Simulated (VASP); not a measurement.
# Pb (Pm-3m) in VASP: further runs, part 2 of 2

VASP 6.6.1. The steps go on from the part before.

## 5. Relaxation of cell and atoms, LDA, target pressure 97 GPa, at which the enthalpy is minimised

Input file INCAR:

```
SYSTEM = Pb
  PREC = Accurate
  ENCUT = 600
  EDIFF = 1E-6
  ISMEAR = -1
  SIGMA = 0.05
  LREAL = .False.
  LASPH = .True.
  NELM = 100
  ALGO = Normal
  ISIF = 3
  LWAVE = .False.
  LCHARG = .False.
  IBRION = 2
  NSW = 32
  EDIFFG = -0.005
  PSTRESS = 970.0
```

Input file KPOINTS:

```
Automatic mesh
0
Gamma
  14 14 14
  0 0 0
```

Input file POSCAR:

```
Pb
1.0
    2.6322593349      0.0000000000      0.0000000000
    0.0000000000      2.6322593349      0.0000000000
    0.0000000000      0.0000000000      2.6322593349
Pb
1
Direct
    0.0000000000      0.0000000000      0.0000000000
```

Potentials or basis: VASP PAW LDA potentials, release 64 (Pb_d).

The run is started by

```
$ cat potpaw_LDA.64/Pb_d/POTCAR > POTCAR
$ mpirun -np 1 vasp_std > vasp.out
```

OUTCAR:

```text
SYSTEM = Pb
   PREC = Accurate
   ENCUT = 600
   EDIFF = 1E-6
   ISMEAR = -1
   LREAL = .False.
   LASPH = .True.
   NELM = 100
   ISIF = 3
   IBRION = 2
   NSW = 32
   EDIFFG = -0.005
   PSTRESS = 970.0

 ion  position               nearest neighbor table
   1  0.000  0.000  0.000-

  LATTYP: Found a simple cubic cell.
 ALAT       =     2.6322593349

  Lattice vectors:

 A1 = (   2.6322593349,   0.0000000000,   0.0000000000)
 A2 = (   0.0000000000,   2.6322593349,   0.0000000000)
 A3 = (   0.0000000000,   0.0000000000,   2.6322593349)

Analysis of symmetry for initial positions (statically):
=====================================================================
 Subroutine PRICEL returns:
 Original cell was already a primitive cell.

 Routine SETGRP: Setting up the symmetry group for a
 simple cubic supercell.

 Subroutine GETGRP returns: Found 48 space group operations
 (whereof 48 operations were pure point group operations)
 out of a pool of 48 trial point group operations.

The static configuration has the point symmetry O_h .

Analysis of symmetry for dynamics (positions and initial velocities):
=====================================================================
 Subroutine PRICEL returns:
 Original cell was already a primitive cell.

 Routine SETGRP: Setting up the symmetry group for a
 simple cubic supercell.

 Subroutine GETGRP returns: Found 48 space group operations
 (whereof 48 operations were pure point group operations)
 out of a pool of 48 trial point group operations.

The dynamic configuration has the point symmetry O_h .

 Subroutine INISYM returns: Found 48 space group operations
 (whereof 48 operations are pure point group operations),
 and found     1 'primitive' translations

----------------------------------------------------------------------------------------

                                     Primitive cell

  volume of cell :      18.2384

  direct lattice vectors                    reciprocal lattice vectors
     2.632259335  0.000000000  0.000000000     0.379901777  0.000000000  0.000000000
     0.000000000  2.632259335  0.000000000     0.000000000  0.379901777  0.000000000
     0.000000000  0.000000000  2.632259335     0.000000000  0.000000000  0.379901777

  length of vectors
     2.632259335  2.632259335  2.632259335     0.379901777  0.379901777  0.379901777

  position of ions in fractional coordinates (direct lattice)
     0.000000000  0.000000000  0.000000000

  ion indices of the primitive-cell ions
   primitive index   ion index
                 1           1

----------------------------------------------------------------------------------------

 KPOINTS: Automatic mesh

Automatic generation of k-mesh.
 Grid dimensions read from file:
 generate k-points for:   14   14   14

 Generating k-lattice:

  Cartesian coordinates                     Fractional coordinates (reciprocal lattice)
     0.027135841  0.000000000  0.000000000     0.071428571  0.000000000  0.000000000
     0.000000000  0.027135841  0.000000000     0.000000000  0.071428571  0.000000000
     0.000000000  0.000000000  0.027135841     0.000000000  0.000000000  0.071428571
[... 44 lines left out ...]
   ions per type =               1
   NGX,Y,Z   is equivalent  to a cutoff of  15.16, 15.16, 15.16 a.u.
   NGXF,Y,Z  is equivalent  to a cutoff of  30.32, 30.32, 30.32 a.u.
 SYSTEM =  Pb
   PREC   = accura    normal or accurate (medium, high low for compatibility)
   ISTART =      0    job   : 0-new  1-cont  2-samecut
   ICHARG =      2    charge: 1-file 2-atom 10-const
   ISPIN  =      1    spin polarized calculation?
   LNONCOLLINEAR =      F non collinear calculations
   LSORBIT =      F    spin-orbit coupling
   LASPH  =      T    aspherical Exc in radial PAW
   ENCUT  =  600.0 eV  44.10 Ry    6.64 a.u.   5.26  5.26  5.26*2*pi/ulx,y,z
   NELM   =    100;   NELMIN=  2; NELMDL= -5     # of ELM steps
   EDIFF  = 0.1E-05   stopping-criterion for ELM
   LREAL  =      F    real-space projection
   EDIFFG = -.5E-02   stopping-criterion for IOM
   NSW    =     32    number of steps for IOM
   IBRION =      2    ionic relax: 0-MD 1-quasi-New 2-CG
   NFREE  =      1    steps in history (QN), initial steepest desc. (CG)
   ISIF   =      3    stress and relaxation
   ISYM   =      2    0-nonsym 1-usesym 2-fastsym
   POTIM  = 0.5000    time-step for ionic-motion
   TEBEG  =    0.0;   TEEND  =   0.0 temperature during run
   PSTRESS=  970.0 pullay stress
   NELECT =      14.0000    total number of electrons
   NUPDOWN=      -1.0000    fix difference up-down
   EMIN   =  10.00;   EMAX   =-10.00  energy-range for DOS
   EFERMI =   0.00;   METHOD = LEGACY
   ISMEAR =    -1;   SIGMA  =   0.05  broadening in eV -4-tet -1-fermi 0-gaus
   EFERMI_NEDOS =   21; number of points for ismear=-14 and -15
   IALGO  =     38    algorithm
   IMIX   =      4    mixing-type and parameters
     AMIX     =   0.40;   BMIX     =  1.00
     AMIX_MAG =   1.60;   BMIX_MAG =  1.00
  volume/ion in A,a.u.               =      18.24       123.08
  Fermi-wavevector in a.u.,A,eV,Ry     =   1.498956  2.832616 30.570503  2.246869
  Thomas-Fermi vector in A             =   2.610648
   LORBIT       =      0    0 simple, 1 ext, 2 COOP (PROOUT), +10 PAW based schemes
   GGA     = CA    functional components
   LHFCALC =     F    Hartree Fock is set to
   AEXX    =    0.0000 exact exchange contribution
   IVDW    =     0    specifies the selected vdW correction
   LEPSILON=     F    determine dielectric tensor
   LRPA    =     F    only Hartree local field effects (RPA)
 conjugate gradient relaxation of ions
 non-spin polarized calculation
  energy-cutoff  :      600.00
  volume of cell :       18.24
 maximum number of plane-waves:       624
 NGX is ok and might be reduce to    24
   NGX = 11   NGY = 11   NGZ = 11

--------------------------------------- Ionic step        1  -------------------------------------------

 number of electron      14.0000000 magnetization

 Free energy of the ion-electron system (eV)
  ---------------------------------------------------
  ext. energy  EPLUGINS =         0.00000000
  ---------------------------------------------------
  free energy    TOTEN  =        -1.75442503 eV

  energy without entropy =       -1.75215353  energy(sigma->0) =       -1.75328928

------------------------ aborting loop because EDIFF is reached ----------------------------------------

  FORCE on cell =-STRESS in cart. coord.  units (eV):
  Direction    XX          YY          ZZ          XY          YZ          ZX
  --------------------------------------------------------------------------------------
  -------------------------------------------------------------------------------------
  Total       11.1592630     11.1592630     11.1592630      0.0000000      0.0000000     -0.0000000
  in kB      980.3024100    980.3024100    980.3024100      0.0000000      0.0000000     -0.0000000
  external PRESSURE =      10.3024100 kB  Pullay stress =     970.0000000 kB
[... 61 lines left out ...]
--------------------------------------- Ionic step        3  -------------------------------------------

 number of electron      14.0000000 magnetization

 Free energy of the ion-electron system (eV)
  ---------------------------------------------------
  ext. energy  EPLUGINS =         0.00000000
  ---------------------------------------------------
  free energy    TOTEN  =        -1.78148863 eV

  energy without entropy =       -1.77920437  energy(sigma->0) =       -1.78034650

 E-fermi :  14.8333     XC(G=0): -13.0087

 val. band max:       14.7657339628   @ k =   0.5000   0.3571   0.0000
 cond. band min:      14.8421969523   @ k =   0.4286   0.4286   0.4286
 fundamental gap:      0.0764629895
 Fermi energy:        14.8332582594

 k-point     1 :       0.0000    0.0000    0.0000
  band No.  band energies     occupation
      1      -5.3559      2.00000
      2      -5.3559      2.00000
      3      -2.6247      2.00000
      4      -2.6247      2.00000
      5      -2.6247      2.00000
      6      -2.3304      2.00000
      7      21.3179      0.00000
      8      21.3179      0.00000
      9      21.3179      0.00000
     10      27.0339      0.00000
     11      28.0353      0.00000
[... 309 lines left out ...]
 k-point    24 :       0.3571    0.2143    0.0000
  band No.  band energies     occupation
      1      -4.8611      2.00000
      2      -3.8452      2.00000
      3      -3.6351      2.00000
      4      -3.2520      2.00000
      5      -2.8791      2.00000
      6       2.4862      2.00000
      7      11.2815      2.00000
      8      18.3215      0.00000
      9      24.7759      0.00000
     10      26.6887      0.00000
     11      27.3505      0.00000

 [... further k-points ...]

------------------------ aborting loop because EDIFF is reached ----------------------------------------

  FORCE on cell =-STRESS in cart. coord.  units (eV):
  Direction    XX          YY          ZZ          XY          YZ          ZX
  --------------------------------------------------------------------------------------
  -------------------------------------------------------------------------------------
  Total       11.0686791     11.0686791     11.0686791     -0.0000000      0.0000000     -0.0000000
  in kB      969.9802397    969.9802397    969.9802397     -0.0000000      0.0000000     -0.0000000
  external PRESSURE =      -0.0197603 kB  Pullay stress =     970.0000000 kB
[... 20 lines left out ...]
  energy  without entropy=       -1.7792043678  energy(sigma->0) =       -1.78034650

  enthalpy is  TOTEN    =         9.2874159328 eV   P V=       11.0689045677

 reached required accuracy - stopping structural energy minimisation
```

CONTCAR:

```text
Pb
   1.00000000000000
     2.6343966397673078   -0.0000000000000000   -0.0000000000000000
     0.0000000000000000    2.6343966397673078   -0.0000000000000000
     0.0000000000000000    0.0000000000000000    2.6343966397673073
  Pb
     1
Direct
     0.0000000000000000    0.0000000000000000    0.0000000000000000

  0.00000000E+00  0.00000000E+00  0.00000000E+00
```

It took 27 s on 1 thread of Intel Xeon 6975P-C, shared host; peak memory 0.16 GiB.

Results:

| Property | Result |
| --- | --- |
| Free energy | -1.7815 eV |
| Relaxed volume | 18.28 Å³/atom |
| Relaxed cell | a = 2.634 Å, b = 2.634 Å, c = 2.634 Å, α = 90.00°, β = 90.00°, γ = 90.00° |
| Space group after relaxing (to 0.05 Å) | Pm-3m (No. 221) |
| Energy change on relaxing (the enthalpy is what falls) | -27.1 meV/atom |
| Ionic steps | 3 |
| Pressure after relaxing | 97.0 GPa |
| Band gap on the k mesh | zero (band 7 reaches 21.32 eV, above the bottom of band 8 at 10.45 eV) |

The path:
```tsv
step	energy change (eV)	largest force (eV/Å)	pressure (GPa)	volume (Å³)
1	0.0000	0.0000	98.03	18.24
2	-0.1835	0.0000	90.95	18.55
3	-0.0271	0.0000	97.00	18.28
```

Final structure:
```
CELL_PARAMETERS angstrom
2.63440 0.00000 0.00000
0.00000 2.63440 0.00000
0.00000 0.00000 2.63440
ATOMIC_POSITIONS crystal
Pb 0.00000 0.00000 0.00000
```

Caveat: the cell is relaxed towards a set pressure, so the enthalpy falls and the energy may rise; spin-orbit coupling is left out, which moves the levels of the heavy elements.

## 6. Overview

```csv
task,cell,cutoff (eV),gap on the mesh (eV),pressure (GPa)
single point,"a = 2.632 Å, 1 atom",520,none,97.9
relaxation of cell and atoms,"relaxed to 97 GPa from a = 2.611 Å, 1 atom",600,none,97.0
relaxation of cell and atoms,"relaxed to 97 GPa from a = 2.632 Å, 1 atom",600,none,97.0
```

Alike in all rows: level LDA; potentials or basis VASP PAW LDA potentials, release 64 (Pb_d); no spin polarisation; k mesh 14 × 14 × 14; smearing fermi-dirac 0.05 eV.

Caveats: spin-orbit coupling is left out, which moves the levels of the heavy elements; the cell is relaxed towards a set pressure, so the enthalpy falls and the energy may rise (some runs).

Total energies depend on the potentials used, so only differences within one code and one set of settings carry meaning.
